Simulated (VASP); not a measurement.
MgSi11HO24 (a cell with a defect), 37 atoms in the cell. The cell holds a defect, 37 atoms: a = 7.454 Å, b = 7.454 Å, c = 10.042 Å, α = 70.32°, β = 70.32°, γ = 71.37°. 

```yaml
Program: VASP 6.6.1
Task: single point
Functional: B3LYP
Potentials_or_basis: VASP PAW PBE potentials, release 64 (Si, O, Mg, H)
Cutoff: 520 eV
k_mesh: 1 × 1 × 1, shifted
Occupations: fermi-dirac, width 0.01 eV
Spin: no spin polarisation
Dipole_correction: no
Grid_for_exact_exchange_PRECFOCK: Fast
Charge: 1
Further_INCAR_settings: LREAL = Auto; ALGO = Normal; EDIFF = 1e-06; NBANDS = 120; NELECT = 190.0
Share_of_exact_exchange: 0.2
```

Potentials or basis: VASP PAW PBE potentials, release 64 (Si, O, Mg, H).

Run with:

```sh
$ cat potpaw_PBE.64/Si/POTCAR potpaw_PBE.64/O/POTCAR potpaw_PBE.64/Mg/POTCAR potpaw_PBE.64/H/POTCAR > POTCAR
$ cp INCAR.step1 INCAR
$ mpirun -np 1 vasp_std > vasp.out
$ cp INCAR.step2 INCAR
$ mpirun -np 1 vasp_std > vasp.out
```

Hardware: 1 thread of AMD EPYC 7R43 64-Core Processor (Zen 3), on a shared host.

Question: How long does it take, and how much memory?

Answer: Wall time 41 min on 1 thread of AMD EPYC 7R43 64-Core Processor (Zen 3), on a shared host, peak memory 0.62 GiB. Counts: k points 1.
